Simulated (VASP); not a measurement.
# Li2S (Fm-3m) in VASP: a series of runs

Li2S is run at these levels: RPBE, LDA; tasks: relaxation of cell and atoms.

Everything below comes from runs of VASP 6.6.1. Logs are shortened: lines on timing, memory, paths and dates and some standing lists are left out, and cuts for length are marked.

## Step 1: The cell of the first run

Symmetry: Fm-3m, No. 225, cubic system. Conventional cell: a = 5.689 Å, b = 5.689 Å, c = 5.689 Å, α = 90.00°, β = 90.00°, γ = 90.00°. Li (site symmetry -43m) has 4 S at 2.46 Å and 6 Li at 2.84 Å within 3.3 Å. Within 3.3 Å of S (site symmetry m-3m) lie 8 Li at 2.46 Å.

## Step 2: Relaxation of cell and atoms, RPBE

INCAR

```
SYSTEM = Li2S
  PREC = Accurate
  ENCUT = 750
  EDIFF = 1E-7
  ISMEAR = 0
  SIGMA = 0.01
  LREAL = .FALSE.
  LASPH = .TRUE.
  NELM = 120
  ALGO = Normal
  ISIF = 3
  LWAVE = .FALSE.
  LCHARG = .FALSE.
  GGA = RP
  IBRION = 2
  NSW = 80
  EDIFFG = -0.01
  GGA_COMPAT = .FALSE.
  NELMIN = 4
```

KPOINTS

```
regular mesh
0
G
  6 6 6
  0 0 0
```

POSCAR

```
Li2S
1.0
    4.0227300000      0.0000000000      0.0000000000
    2.0113650000      3.4837863726      0.0000000000
    2.0113650000      1.1612621242      3.2845452910
Li S
2 1
Direct
    0.2500000000      0.2500000000      0.2500000000
    0.7500000000      0.7500000000      0.7500000000
    0.0000000000      0.0000000000      0.0000000000
```

Potentials or basis: VASP PAW PBE potentials, release 64 (Li_sv, S).

Command:

```
cat potpaw_PBE.64/Li_sv/POTCAR potpaw_PBE.64/S/POTCAR > POTCAR
mpirun -np 1 vasp_std > vasp.out
```

OUTCAR:

```text
SYSTEM = Li2S
   PREC = Accurate
   ENCUT = 750
   EDIFF = 1E-7
   ISMEAR = 0
   LREAL = .FALSE.
   LASPH = .TRUE.
   NELM = 120
   ISIF = 3
   GGA = RP
   IBRION = 2
   NSW = 80
   EDIFFG = -0.01
   NELMIN = 4

 ion  position               nearest neighbor table
   1  0.250  0.250  0.250-   3 2.46   3 2.46   3 2.46   3 2.46
   2  0.750  0.750  0.750-   3 2.46   3 2.46   3 2.46   3 2.46
   3  0.000  0.000  0.000-   2 2.46   1 2.46   2 2.46   1 2.46   2 2.46   1 2.46   1 2.46   2 2.46

  LATTYP: Found a face centered cubic cell.
 ALAT       =     5.6889993238

  Lattice vectors:

 A1 = (   4.0227300000,   0.0000000000,   0.0000000000)
 A2 = (   2.0113650000,   3.4837863726,   0.0000000000)
 A3 = (   2.0113650000,   1.1612621242,   3.2845452910)

Analysis of symmetry for initial positions (statically):
=====================================================================
 Subroutine PRICEL returns:
 Original cell was already a primitive cell.

 Routine SETGRP: Setting up the symmetry group for a
 face centered cubic supercell.

 Subroutine GETGRP returns: Found 48 space group operations
 (whereof 48 operations were pure point group operations)
 out of a pool of 48 trial point group operations.

The static configuration has the point symmetry O_h .

Analysis of symmetry for dynamics (positions and initial velocities):
=====================================================================
 Subroutine PRICEL returns:
 Original cell was already a primitive cell.

 Routine SETGRP: Setting up the symmetry group for a
 face centered cubic supercell.

 Subroutine GETGRP returns: Found 48 space group operations
 (whereof 48 operations were pure point group operations)
 out of a pool of 48 trial point group operations.

The dynamic configuration has the point symmetry O_h .

 Subroutine INISYM returns: Found 48 space group operations
 (whereof 48 operations are pure point group operations),
 and found     1 'primitive' translations

----------------------------------------------------------------------------------------

                                     Primitive cell

  volume of cell :      46.0307

  direct lattice vectors                    reciprocal lattice vectors
     4.022730000  0.000000000  0.000000000     0.248587402 -0.143522004 -0.101485382
     2.011365000  3.483786373  0.000000000     0.000000000  0.287044007 -0.101485382
     2.011365000  1.161262124  3.284545291     0.000000000  0.000000000  0.304456146

  length of vectors
[... 67 lines left out ...]
   ISTART =      0    job   : 0-new  1-cont  2-samecut
   ICHARG =      2    charge: 1-file 2-atom 10-const
   ISPIN  =      1    spin polarized calculation?
   LNONCOLLINEAR =      F non collinear calculations
   LSORBIT =      F    spin-orbit coupling
   LASPH  =      T    aspherical Exc in radial PAW
   ENCUT  =  750.0 eV  55.12 Ry    7.42 a.u.   8.98  8.98  8.98*2*pi/ulx,y,z
   NELM   =    120;   NELMIN=  4; NELMDL= -5     # of ELM steps
   EDIFF  = 0.1E-06   stopping-criterion for ELM
   LREAL  =      F    real-space projection
   EDIFFG = -.1E-01   stopping-criterion for IOM
   NSW    =     80    number of steps for IOM
   IBRION =      2    ionic relax: 0-MD 1-quasi-New 2-CG
   NFREE  =      1    steps in history (QN), initial steepest desc. (CG)
   ISIF   =      3    stress and relaxation
   ISYM   =      2    0-nonsym 1-usesym 2-fastsym
   POTIM  = 0.5000    time-step for ionic-motion
   TEBEG  =    0.0;   TEEND  =   0.0 temperature during run
   PSTRESS=    0.0 pullay stress
   NELECT =      12.0000    total number of electrons
   NUPDOWN=      -1.0000    fix difference up-down
   EMIN   =  10.00;   EMAX   =-10.00  energy-range for DOS
   EFERMI =   0.00;   METHOD = LEGACY
   ISMEAR =     0;   SIGMA  =   0.01  broadening in eV -4-tet -1-fermi 0-gaus
   EFERMI_NEDOS =   21; number of points for ismear=-14 and -15
   IALGO  =     38    algorithm
   IMIX   =      4    mixing-type and parameters
     AMIX     =   0.40;   BMIX     =  1.00
     AMIX_MAG =   1.60;   BMIX_MAG =  1.00
  volume/ion in A,a.u.               =      15.34       103.54
  Fermi-wavevector in a.u.,A,eV,Ry     =   1.045810  1.976294 14.880938  1.093718
  Thomas-Fermi vector in A             =   2.180621
   LORBIT       =      0    0 simple, 1 ext, 2 COOP (PROOUT), +10 PAW based schemes
   GGA     = RP    functional components
   LHFCALC =     F    Hartree Fock is set to
   AEXX    =    0.0000 exact exchange contribution
   IVDW    =     0    specifies the selected vdW correction
   LEPSILON=     F    determine dielectric tensor
   LRPA    =     F    only Hartree local field effects (RPA)
 conjugate gradient relaxation of ions
 non-spin polarized calculation
 Gauss-broadening in eV      SIGMA  =   0.01
  energy-cutoff  :      750.00
  volume of cell :       46.03
 maximum number of plane-waves:      2168
   NGX = 17   NGY = 17   NGZ = 17

--------------------------------------- Ionic step        1  -------------------------------------------

 number of electron      11.9999998 magnetization

 Free energy of the ion-electron system (eV)
  ---------------------------------------------------
  ext. energy  EPLUGINS =         0.00000000
  ---------------------------------------------------
  free energy    TOTEN  =       -11.44473872 eV

  energy without entropy =      -11.44473872  energy(sigma->0) =      -11.44473872

------------------------ aborting loop because EDIFF is reached ----------------------------------------

  FORCE on cell =-STRESS in cart. coord.  units (eV):
  Direction    XX          YY          ZZ          XY          YZ          ZX
  --------------------------------------------------------------------------------------
  -------------------------------------------------------------------------------------
  Total        0.5035939      0.5035939      0.5035939     -0.0000000      0.0000000     -0.0000000
  in kB       17.5284466     17.5284466     17.5284466     -0.0000000      0.0000000     -0.0000000
  external PRESSURE =      17.5284466 kB  Pullay stress =       0.0000000 kB
[... 61 lines left out ...]
--------------------------------------- Ionic step        3  -------------------------------------------

 number of electron      12.0000005 magnetization

 Free energy of the ion-electron system (eV)
  ---------------------------------------------------
  ext. energy  EPLUGINS =         0.00000000
  ---------------------------------------------------
  free energy    TOTEN  =       -11.45505684 eV

  energy without entropy =      -11.45505684  energy(sigma->0) =      -11.45505684

 E-fermi :   1.3791     XC(G=0):  -8.1997

 val. band max:        1.3334710256   @ k =   0.0000   0.0000   0.0000
 cond. band min:       4.9034379473   @ k =   0.5000   0.5000   0.0000
 fundamental gap:      3.5699669217
 Fermi energy:         1.3791413456

 k-point     1 :       0.0000    0.0000    0.0000
  band No.  band energies     occupation
      1     -43.1384      2.00000
      2     -43.1032      2.00000
      3      -9.5804      2.00000
      4       1.3335      2.00000
      5       1.3335      2.00000
      6       1.3335      2.00000
      7       5.6052      0.00000
      8       7.6566      0.00000
      9       7.6566      0.00000
     10       7.6566      0.00000
[... 223 lines left out ...]
  FREE ENERGIE OF THE ION-ELECTRON SYSTEM (eV)
  ---------------------------------------------------
  free  energy   TOTEN  =       -11.4550568383 eV

  energy  without entropy=      -11.4550568383  energy(sigma->0) =      -11.45505684

 reached required accuracy - stopping structural energy minimisation
```

OSZICAR:

```text
N       E                     dE             d eps       ncg     rms          rms(c)
DAV:   1     0.472351503396E+02    0.47235E+02   -0.67785E+03   320   0.151E+03
DAV:   2    -0.503965546465E+01   -0.52275E+02   -0.49952E+02   414   0.226E+02
DAV:   3    -0.114012744239E+02   -0.63616E+01   -0.63411E+01   516   0.632E+01
[... 28 lines left out ...]
DAV:   4    -0.114550958639E+02    0.14637E-03   -0.25834E-04   488   0.130E-01    0.114E-01
DAV:   5    -0.114550568576E+02    0.39006E-04   -0.91571E-05   594   0.771E-02    0.399E-02
DAV:   6    -0.114550562637E+02    0.59394E-06   -0.77324E-06   388   0.306E-02    0.173E-02
DAV:   7    -0.114550568397E+02   -0.57606E-06   -0.17318E-06   424   0.103E-02    0.113E-03
DAV:   8    -0.114550568383E+02    0.14520E-08   -0.13820E-07   352   0.409E-03
   3 F= -.11455057E+02 E0= -.11455057E+02  d E =-.103181E-01
```

Run time: 60 s. Hardware: 1 thread of Intel Xeon 8259CL, shared host; peak memory 0.2 GiB.

Results:

```yaml
Free_energy: -11.4551 eV
Relaxed_volume: 16.00 Å³/atom
Relaxed_cell: a = 4.080 Å, b = 4.080 Å, c = 4.080 Å, α = 60.00°, β = 60.00°, γ = 60.00°
Space_group_after_relaxing_to_0.05_Å: Fm-3m (No. 225)
Energy_gained_by_relaxing: 3.4 meV/atom
Ionic_steps: 3
Pressure_after_relaxing: 0.0 GPa
Band_gap_on_the_k_mesh: 3.57 eV, indirect (least direct gap 4.27 eV)
```

The path:
| step | energy change (eV) | largest force (eV/Å) | pressure (GPa) | volume (Å³) |
| --- | --- | --- | --- | --- |
| 1 | 0.0000 | 0.0000 | 1.75 | 46.03 |
| 2 | -0.0086 | 0.0000 | 0.70 | 47.16 |
| 3 | -0.0103 | 0.0000 | -0.02 | 48.01 |

Final structure:
```yaml
crystal:
  lattice:
    - [4.07957, 0.00000, 0.00000]
    - [2.03979, 3.53301, 0.00000]
    - [2.03979, 1.17767, 3.33096]
  atoms:
    - { symbol: Li, position: [0.25000, 0.25000, 0.25000] }
    - { symbol: Li, position: [0.75000, 0.75000, 0.75000] }
    - { symbol: S, position: [0.00000, 0.00000, 0.00000] }
```

Caveat: the PAW data sets were made with another functional, which shifts forces and pressure a little. Zero-point motion and thermal expansion aren't in these numbers.

## Step 3: Relaxation of cell and atoms, LDA

INCAR

```
SYSTEM = Li2S
  ALGO = Normal
  EDIFF = 1E-7
  EDIFFG = -0.01
  ENCUT = 750
  GGA = CA
  GGA_COMPAT = .FALSE.
  IBRION = 2
  ISIF = 3
  ISMEAR = 0
  LASPH = .TRUE.
  LCHARG = .FALSE.
  LREAL = .FALSE.
  LWAVE = .FALSE.
  NELM = 120
  NELMIN = 4
  NSW = 80
  PREC = Accurate
  SIGMA = 0.01
```

KPOINTS

```
k-points
0
G
  6 6 6
  0 0 0
```

POSCAR is that of step 2.

Potentials or basis: VASP PAW LDA potentials, release 64 (Li_sv, S).

Command:

```
cat potpaw_LDA.64/Li_sv/POTCAR potpaw_LDA.64/S/POTCAR > POTCAR
mpirun -np 1 vasp_std > vasp.out
```

Wall time 42 s (1 thread of Intel Xeon 8259CL, shared host); peak memory 0.18 GiB.

Results (log left out):

* Free energy: -13.0152 eV
* Relaxed volume: 14.38 Å³/atom
* Relaxed cell: a = 3.936 Å, b = 3.936 Å, c = 3.936 Å, α = 60.00°, β = 60.00°, γ = 60.00°
* Space group after relaxing (to 0.05 Å): Fm-3m (No. 225)
* Energy gained by relaxing: 8.9 meV/atom
* Ionic steps: 3
* Pressure after relaxing: -0.1 GPa
* Band gap on the k mesh: 3.12 eV, indirect (least direct gap 4.43 eV)

Step by step:
```
step  energy change (eV)  largest force (eV/Å)  pressure (GPa)  volume (Å³)
   1              0.0000                0.0000           -2.73        46.03
   2             -0.0217                0.0000           -1.26        44.31
   3             -0.0266                0.0000           -0.07        43.13
```

Final structure:
```yaml
crystal:
  lattice:
    - [3.93649, 0.00000, 0.00000]
    - [1.96825, 3.40910, 0.00000]
    - [1.96825, 1.13637, 3.21413]
  atoms:
    - { symbol: Li, position: [0.25000, 0.25000, 0.25000] }
    - { symbol: Li, position: [0.75000, 0.75000, 0.75000] }
    - { symbol: S, position: [0.00000, 0.00000, 0.00000] }
```

Levels at points of the mesh, in eV from the valence-band top:
| k point | band 4 | band 5 | band 6 | band 7 | band 8 | band 9 |
| --- | --- | --- | --- | --- | --- | --- |
| (0.00, 0.00, 0.00) | 0.00 | 0.00 | 0.00 | 4.43 | 6.04 | 6.04 |
| (0.50, 0.00, 0.00) | -3.17 | -0.58 | -0.58 | 6.26 | 6.40 | 6.40 |
| (0.50, 0.50, 0.00) | -2.34 | -1.61 | -1.61 | 3.12 | 7.16 | 11.33 |

A k mesh can miss the band edges. As with any semilocal functional, this LDA gap is likely too small.
